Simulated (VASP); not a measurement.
# Si (a cell with a defect) in VASP: single point with LDA

Aim: the single point of Si (a cell with a defect) with LDA.

Program: VASP 6.6.1. These are calculated values, not measurements. Logs are shortened: lines on timing, memory, paths and dates and some standing lists are left out, and cuts for length are marked.

### Step 1. The cell of the first run

The cell holds a defect, 17 atoms: a = 7.679 Å, b = 7.679 Å, c = 7.679 Å, α = 60.00°, β = 60.00°, γ = 60.00°.

### Step 2. Single point, LDA

INCAR

```
SYSTEM = Si
ALGO     = Normal         ! electronic algorithm
EDIFF    = 1E-6           ! SCF threshold, eV
ENCUT    = 520            ! plane-wave cutoff, eV
ISIF     = 2              ! what is computed and relaxed
ISMEAR   = -1             ! smearing method
LASPH    = .TRUE.         ! aspherical terms in the spheres
LCHARG   = .FALSE.        ! write CHGCAR
LREAL    = Auto         
LWAVE    = .FALSE.        ! write WAVECAR
NBANDS   = 48             ! bands
NELM     = 100            ! most SCF steps
PREC     = Accurate       ! precision mode
SIGMA    = 0.02           ! smearing width, eV
```

KPOINTS

```
k-points
0
G
  2 2 2
  0 0 0
```

POSCAR

```
Si
1.0
    0.0000000000      5.4300000000      5.4300000000
    5.4300000000      0.0000000000      5.4300000000
    5.4300000000      5.4300000000      0.0000000000
Si
17
Direct
    0.0403842123     -0.0130635317     -0.0133855419
    0.1335482157      0.1253305434      0.1250220017
   -0.0067711255      0.0123098797      0.4975524090
    0.1336005913      0.1253153295      0.6166877195
   -0.0066665769      0.4978466908      0.0119179164
    0.1335250012      0.6170336907      0.1250253348
   -0.0062260175      0.4977666677      0.4974676197
    0.0706313437      0.6436307002      0.6432787171
    0.5053012212      0.0078519554      0.0072934293
    0.6655986236      0.1121248641      0.1116943514
    0.5052144041      0.0077403590      0.4805161501
    0.6210509287      0.1517175705      0.6144917355
    0.5050745723      0.4808254225      0.0073772761
    0.6212418665      0.6148355185      0.1514117008
    0.4478328285      0.5178961414      0.5174571950
    0.6218741793      0.6137699738      0.6131954449
    0.5830722317      0.8054756245      0.8055808406
```

Potentials or basis: VASP PAW LDA potentials, release 64 (Si).

Started as:

```console
> cat potpaw_LDA.64/Si/POTCAR > POTCAR
> mpirun -np 1 vasp_std > vasp.out
```

OUTCAR:

```text
SYSTEM = Si
   EDIFF = 1E-6
   ENCUT = 520
   ISIF = 2
   ISMEAR = -1
   LASPH = .TRUE.
   LREAL = Auto
   NELM = 100
   PREC = Accurate

 ion  position               nearest neighbor table
   1  0.040  0.987  0.987-   6 2.33   4 2.33   2 2.33  10 2.35
   2  0.134  0.125  0.125-   1 2.33   9 2.33   5 2.34   3 2.34
   3  0.993  0.012  0.498-   8 2.33  12 2.34   4 2.34   2 2.34
   4  0.134  0.125  0.617-   1 2.33  11 2.33   7 2.34   3 2.34
   5  0.993  0.498  0.012-   8 2.33  14 2.34   6 2.34   2 2.34
   6  0.134  0.617  0.125-   1 2.33  13 2.33   7 2.34   5 2.34
   7  0.994  0.498  0.497-   8 2.33  16 2.33   6 2.34   4 2.34
   8  0.071  0.644  0.643-   7 2.33   5 2.33   3 2.33  15 2.37  17 3.06
   9  0.505  0.008  0.007-  10 2.33   2 2.33  17 2.39  12 2.47  14 2.47
  10  0.666  0.112  0.112-  13 2.33  11 2.33   9 2.33   1 2.35
  11  0.505  0.008  0.481-  10 2.33   4 2.33  17 2.38  12 2.47  16 2.47
  12  0.621  0.152  0.614-  15 2.32   3 2.34  17 2.40   9 2.47  11 2.47
  13  0.505  0.481  0.007-  10 2.33   6 2.33  17 2.38  16 2.47  14 2.47
  14  0.621  0.615  0.151-  15 2.32   5 2.34  17 2.40   9 2.47  13 2.47
  15  0.448  0.518  0.517-  16 2.32  14 2.32  12 2.32   8 2.37
  16  0.622  0.614  0.613-  15 2.32   7 2.33  17 2.39  11 2.47  13 2.47
  17  0.583  0.805  0.806-  13 2.38  11 2.38   9 2.39  16 2.39  14 2.40  12 2.40   8 3.06

  LATTYP: Found a face centered cubic cell.
 ALAT       =    10.8600000000

  Lattice vectors:

 A1 = (   0.0000000000,   5.4300000000,   5.4300000000)
 A2 = (   5.4300000000,   0.0000000000,   5.4300000000)
 A3 = (   5.4300000000,   5.4300000000,   0.0000000000)

Analysis of symmetry for initial positions (statically):
=====================================================================
 Subroutine PRICEL returns:
 Original cell was already a primitive cell.

 Routine SETGRP: Setting up the symmetry group for a
 face centered cubic supercell.

 Subroutine GETGRP returns: Found  1 space group operations
 (whereof  1 operations were pure point group operations)
 out of a pool of 48 trial point group operations.

The static configuration has the point symmetry C_1 .

Analysis of symmetry for dynamics (positions and initial velocities):
=====================================================================
 Subroutine PRICEL returns:
 Original cell was already a primitive cell.

 Routine SETGRP: Setting up the symmetry group for a
 face centered cubic supercell.

 Subroutine GETGRP returns: Found  1 space group operations
 (whereof  1 operations were pure point group operations)
 out of a pool of 48 trial point group operations.

The dynamic configuration has the point symmetry C_1 .

 Subroutine INISYM returns: Found  1 space group operations
 (whereof  1 operations are pure point group operations),
 and found     1 'primitive' translations

----------------------------------------------------------------------------------------

                                     Primitive cell

  volume of cell :     320.2060

  direct lattice vectors                    reciprocal lattice vectors
     0.000000000  5.430000000  5.430000000    -0.092081031  0.092081031  0.092081031
     5.430000000  0.000000000  5.430000000     0.092081031 -0.092081031  0.092081031
     5.430000000  5.430000000  0.000000000     0.092081031  0.092081031 -0.092081031

  length of vectors
     7.679179644  7.679179644  7.679179644     0.159489025  0.159489025  0.159489025

  position of ions in fractional coordinates (direct lattice)
     0.040384212  0.986936468  0.986614458
     0.133548216  0.125330543  0.125022002
     0.993228874  0.012309880  0.497552409
     0.133600591  0.125315329  0.616687719
     0.993333423  0.497846691  0.011917916
     0.133525001  0.617033691  0.125025335
[... 9 lines left out ...]
     0.621874179  0.613769974  0.613195445
     0.583072232  0.805475624  0.805580841

  ion indices of the primitive-cell ions
   primitive index   ion index
                 1           1
                 2           2
                 3           3
                 4           4
                 5           5
                 6           6
[... 9 lines left out ...]
                16          16
                17          17

----------------------------------------------------------------------------------------

 KPOINTS: k-points

Automatic generation of k-mesh.
 Grid dimensions read from file:
 generate k-points for:    2    2    2

 Generating k-lattice:

  Cartesian coordinates                     Fractional coordinates (reciprocal lattice)
    -0.046040516  0.046040516  0.046040516     0.500000000  0.000000000  0.000000000
     0.046040516 -0.046040516  0.046040516     0.000000000  0.500000000  0.000000000
     0.046040516  0.046040516 -0.046040516     0.000000000  0.000000000  0.500000000

  Length of vectors
     0.079744512  0.079744512  0.079744512

  Shift w.r.t. Gamma in fractional coordinates (k-lattice)
     0.000000000  0.000000000  0.000000000

 Subroutine IBZKPT returns following result:
 ===========================================

 Found      8 irreducible k-points:

 Following reciprocal coordinates:
            Coordinates               Weight
  0.000000  0.000000  0.000000      1.000000
  0.500000  0.000000  0.000000      1.000000
  0.000000  0.500000  0.000000      1.000000
  0.000000  0.000000  0.500000      1.000000
  0.500000  0.500000  0.500000      1.000000
  0.500000  0.500000  0.000000      1.000000
  0.000000  0.500000  0.500000      1.000000
  0.500000  0.000000  0.500000      1.000000
   k-points           NKPTS =      8   k-points in BZ     NKDIM =      8   number of bands    NBANDS=     48
   number of dos      NEDOS =    301   number of ions     NIONS =     17
   total plane-waves  NPLWV = 216000
   dimension x,y,z NGX =    60 NGY =   60 NGZ =   60
   dimension x,y,z NGXF=   120 NGYF=  120 NGZF=  120
   ions per type =              17
   NGX,Y,Z   is equivalent  to a cutoff of  12.99, 12.99, 12.99 a.u.
   NGXF,Y,Z  is equivalent  to a cutoff of  25.98, 25.98, 25.98 a.u.
 SYSTEM =  Si
   PREC   = accura    normal or accurate (medium, high low for compatibility)
   ISTART =      0    job   : 0-new  1-cont  2-samecut
   ICHARG =      2    charge: 1-file 2-atom 10-const
   ISPIN  =      1    spin polarized calculation?
   LNONCOLLINEAR =      F non collinear calculations
   LSORBIT =      F    spin-orbit coupling
   LASPH  =      T    aspherical Exc in radial PAW
   ENCUT  =  520.0 eV  38.22 Ry    6.18 a.u.  14.28 14.28 14.28*2*pi/ulx,y,z
   NELM   =    100;   NELMIN=  2; NELMDL= -5     # of ELM steps
   EDIFF  = 0.1E-05   stopping-criterion for ELM
   LREAL  =      T    real-space projection
   EDIFFG = 0.1E-04   stopping-criterion for IOM
   NSW    =      0    number of steps for IOM
   IBRION =     -1    ionic relax: 0-MD 1-quasi-New 2-CG
   NFREE  =      0    steps in history (QN), initial steepest desc. (CG)
   ISIF   =      2    stress and relaxation
   ISYM   =      2    0-nonsym 1-usesym 2-fastsym
   POTIM  = 0.5000    time-step for ionic-motion
   TEBEG  =    0.0;   TEEND  =   0.0 temperature during run
   PSTRESS=    0.0 pullay stress
   NELECT =      68.0000    total number of electrons
   NUPDOWN=      -1.0000    fix difference up-down
   EMIN   =  10.00;   EMAX   =-10.00  energy-range for DOS
   EFERMI =   0.00;   METHOD = LEGACY
   ISMEAR =    -1;   SIGMA  =   0.02  broadening in eV -4-tet -1-fermi 0-gaus
   EFERMI_NEDOS =   21; number of points for ismear=-14 and -15
   IALGO  =     38    algorithm
   IMIX   =      4    mixing-type and parameters
     AMIX     =   0.40;   BMIX     =  1.00
     AMIX_MAG =   1.60;   BMIX_MAG =  1.00
  volume/ion in A,a.u.               =      18.84       127.11
  Fermi-wavevector in a.u.,A,eV,Ry     =   0.976715  1.845724 12.979587  0.953973
  Thomas-Fermi vector in A             =   2.107356
   LORBIT       =      0    0 simple, 1 ext, 2 COOP (PROOUT), +10 PAW based schemes
   GGA     = CA    functional components
   LHFCALC =     F    Hartree Fock is set to
   AEXX    =    0.0000 exact exchange contribution
   IVDW    =     0    specifies the selected vdW correction
   LEPSILON=     F    determine dielectric tensor
   LRPA    =     F    only Hartree local field effects (RPA)
 non-spin polarized calculation
  energy-cutoff  :      520.00
  volume of cell :      320.21
 maximum number of plane-waves:      8646
 NGX is ok and might be reduce to    60
   NGX = 29   NGY = 29   NGZ = 29

 number of electron      68.0000000 magnetization

 Free energy of the ion-electron system (eV)
  ---------------------------------------------------
  ext. energy  EPLUGINS =         0.00000000
  ---------------------------------------------------
  free energy    TOTEN  =       -97.24542853 eV

  energy without entropy =      -97.23630791  energy(sigma->0) =      -97.24086822

 E-fermi :   6.6258     XC(G=0):  -9.8610

 val. band max:        6.4485987139   @ k =   0.0000   0.5000   0.5000
 cond. band min:       6.6286669502   @ k =   0.0000   0.0000   0.0000
 fundamental gap:      0.1800682363
 Fermi energy:         6.6258082432

 k-point     1 :       0.0000    0.0000    0.0000
  band No.  band energies     occupation
      1      -6.2720      2.00000
      2      -3.9630      2.00000
      3      -3.6784      2.00000
      4      -3.6752      2.00000
      5      -3.4462      2.00000
      6      -2.6001      2.00000
[... 38 lines left out ...]
     45       8.6531      0.00000
     46       8.7327      0.00000

 k-point     2 :       0.5000    0.0000    0.0000
  band No.  band energies     occupation
      1      -5.8776      2.00000
      2      -4.9263      2.00000
      3      -3.4584      2.00000
      4      -3.4542      2.00000
      5      -3.4296      2.00000
      6      -3.0547      2.00000
[... 38 lines left out ...]
     45       9.7213      0.00000
     46      10.1438      0.00000

 k-point     3 :       0.0000    0.5000    0.0000
  band No.  band energies     occupation
      1      -5.8029      2.00000
      2      -5.0453      2.00000
      3      -3.6913      2.00000
      4      -3.4864      2.00000
      5      -3.2342      2.00000
      6      -3.0718      2.00000
[... 38 lines left out ...]
     45       9.4123      0.00000
     46      10.0102      0.00000

 k-point     4 :       0.0000    0.0000    0.5000
  band No.  band energies     occupation
      1      -5.8029      2.00000
      2      -5.0453      2.00000
      3      -3.6914      2.00000
      4      -3.4863      2.00000
      5      -3.2345      2.00000
      6      -3.0715      2.00000
[... 38 lines left out ...]
     45       9.4107      0.00000
     46      10.0108      0.00000

 k-point     5 :       0.5000    0.5000    0.5000
  band No.  band energies     occupation
      1      -5.8020      2.00000
      2      -5.0473      2.00000
      3      -3.6917      2.00000
      4      -3.4839      2.00000
      5      -3.2361      2.00000
      6      -3.0689      2.00000
[... 38 lines left out ...]
     45       9.4053      0.00000
     46      10.0120      0.00000

 k-point     6 :       0.5000    0.5000    0.0000
  band No.  band energies     occupation
      1      -5.6742      2.00000
      2      -4.7588      2.00000
      3      -4.1056      2.00000
      4      -3.9279      2.00000
      5      -3.8465      2.00000
      6      -3.6873      2.00000
[... 38 lines left out ...]
     45      10.2586      0.00000
     46      10.3703      0.00000

 k-point     7 :       0.0000    0.5000    0.5000
  band No.  band energies     occupation
      1      -5.6733      2.00000
      2      -4.7614      2.00000
      3      -4.1057      2.00000
      4      -3.9263      2.00000
      5      -3.8476      2.00000
      6      -3.6857      2.00000
[... 38 lines left out ...]
     45      10.2649      0.00000
     46      10.3656      0.00000

 k-point     8 :       0.5000    0.0000    0.5000
  band No.  band energies     occupation
      1      -5.6741      2.00000
      2      -4.7589      2.00000
      3      -4.1056      2.00000
      4      -3.9279      2.00000
      5      -3.8464      2.00000
      6      -3.6873      2.00000
[... 38 lines left out ...]
     45      10.2606      0.00000
     46      10.3687      0.00000
 [bands above 46 left out]

------------------------ aborting loop because EDIFF is reached ----------------------------------------

  FORCE on cell =-STRESS in cart. coord.  units (eV):
  Direction    XX          YY          ZZ          XY          YZ          ZX
  --------------------------------------------------------------------------------------
  -------------------------------------------------------------------------------------
  Total        2.6944650      2.7019528      2.6981399      0.8619944     -0.8442387      0.8561465
  in kB       13.4819788     13.5194449     13.5003664      4.3130606     -4.2242185      4.2838002
  external PRESSURE =      13.5005967 kB  Pullay stress =       0.0000000 kB

 VOLUME and BASIS-vectors are now :
 -----------------------------------------------------------------------------
  energy-cutoff  :      520.00
  volume of cell :      320.21
      direct lattice vectors                 reciprocal lattice vectors
     0.000000000  5.430000000  5.430000000    -0.092081031  0.092081031  0.092081031
     5.430000000  0.000000000  5.430000000     0.092081031 -0.092081031  0.092081031
     5.430000000  5.430000000  0.000000000     0.092081031  0.092081031 -0.092081031

 POSITION                                       TOTAL-FORCE (eV/Angst)
 -----------------------------------------------------------------------------------
     10.71638      5.57660      5.57835         0.006127     -0.000731      0.002070
      1.35941      1.40404      1.40571         0.013144      0.010519      0.011724
      2.76855      8.09494      5.46008         0.006722     -0.006342      0.015938
      4.02908      4.07407      1.40591        -0.011209     -0.015879      0.009383
      2.76802      5.45851      8.09711         0.006194      0.018214     -0.006553
      4.02938      1.40393      4.07553        -0.010734      0.010246     -0.017051
[... 9 lines left out ...]
      6.66242      6.70643      6.70955         0.008649     -0.004097     -0.006221
      8.74804      7.54039      7.53981         0.019715      0.003378      0.014774
 -----------------------------------------------------------------------------------
    total drift:                               -0.002626      0.000423     -0.000531

  FREE ENERGIE OF THE ION-ELECTRON SYSTEM (eV)
  ---------------------------------------------------
  free  energy   TOTEN  =       -97.2454285333 eV

  energy  without entropy=      -97.2363079132  energy(sigma->0) =      -97.24086822
```

It took 5.7 min on 1 thread of Intel Xeon 8259CL, shared host; peak memory 0.37 GiB.

Results:

- Free energy: -97.2454 eV
- Pressure: 1.4 GPa
- Largest force: 0.032 eV/Å
- Band gap on the k mesh: zero (bands 34 and 35 overlap by 0.03 eV)

Forces in eV/Å, atoms in the order of the input:
```
Si   0.006 -0.001  0.002
Si   0.013  0.011  0.012
Si   0.007 -0.006  0.016
Si  -0.011 -0.016  0.009
Si   0.006  0.018 -0.007
Si  -0.011  0.010 -0.017
Si  -0.021 -0.005 -0.005
Si   0.019 -0.015 -0.013
Si  -0.009 -0.011 -0.015
Si  -0.013  0.002 -0.003
Si   0.007  0.016 -0.013
Si  -0.005 -0.005  0.001
Si   0.009 -0.011  0.020
Si  -0.003 -0.002 -0.009
Si  -0.024  0.016  0.013
Si   0.009 -0.004 -0.006
Si   0.020  0.003  0.015
```

Levels at points of the mesh, in eV from the Fermi level:
| k point | band 31 | band 32 | band 33 | band 34 | band 35 | band 36 | band 37 | band 38 |
| --- | --- | --- | --- | --- | --- | --- | --- | --- |
| (0.00, 0.00, 0.00) | -1.38 | -0.61 | -0.61 | -0.43 | 0.00 | 0.01 | 0.25 | 0.25 |
| (0.50, 0.00, 0.00) | -1.35 | -1.19 | -1.19 | 0.03 | 0.49 | 0.50 | 1.18 | 1.19 |
| (0.00, 0.50, 0.00) | -1.29 | -1.28 | -0.83 | -0.26 | 0.30 | 0.66 | 0.96 | 1.10 |
| (0.00, 0.00, 0.50) | -1.29 | -1.28 | -0.83 | -0.26 | 0.30 | 0.66 | 0.96 | 1.10 |
| (0.50, 0.50, 0.50) | -1.30 | -1.28 | -0.83 | -0.25 | 0.29 | 0.66 | 0.95 | 1.10 |
| (0.50, 0.50, 0.00) | -1.81 | -1.64 | -0.44 | -0.18 | 0.57 | 1.40 | 1.51 | 1.64 |
| (0.00, 0.50, 0.50) | -1.81 | -1.64 | -0.44 | -0.18 | 0.57 | 1.40 | 1.52 | 1.64 |
| (0.50, 0.00, 0.50) | -1.81 | -1.64 | -0.44 | -0.18 | 0.57 | 1.40 | 1.52 | 1.64 |

Caveat: the k points lie up to 0.50 Å⁻¹ apart.

The gap in the log of VASP goes by the Fermi energy; the results here count the filled bands.